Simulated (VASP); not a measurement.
A run of VASP 6.6.1:

File INCAR:

```
SYSTEM = InSe
PREC = Accurate
ENCUT = 520
EDIFF = 1E-6
ISMEAR = -1
SIGMA = 0.02
LREAL = .FALSE.
LASPH = .TRUE.
NELM = 100
ALGO = Normal
ISIF = 2
LWAVE = .FALSE.
LCHARG = .TRUE.
GGA = PS
LELF = .TRUE.
LVHAR = .TRUE.
NBANDS = 27
```

Contents of KPOINTS:

```
regular mesh
0
G
  9 9 8
  0 0 0
```

The input POSCAR:

```
InSe
1.0
    5.7675364008     -2.0338935061      0.0000000000
    5.7675364008      2.0338935061      0.0000000000
   -1.7058254298      0.0000000000      4.7231491295
In Se
2 2
Direct
    0.8882032500      0.8882032500      0.0468413600
    0.1117967500      0.1117967500      0.9531586400
    0.6609275900      0.6609275900      0.6689556200
    0.3390724100      0.3390724100      0.3310443800
```

Potentials or basis: VASP PAW PBE potentials, release 64 (In_d, Se).

Launch:

```sh
$ cat potpaw_PBE.64/In_d/POTCAR potpaw_PBE.64/Se/POTCAR > POTCAR
$ mpirun -np 1 vasp_std > vasp.out
```

Hardware: 1 thread of Oxide Virtual Turin-like Processor, on a shared host.

Problem. How long does it take, and how much memory?

Solution. Run time: 8 min on 1 thread of Oxide Virtual Turin-like Processor, with other jobs on the host, peak memory 0.6 GiB. Counts: scf iterations 13, k points 185.
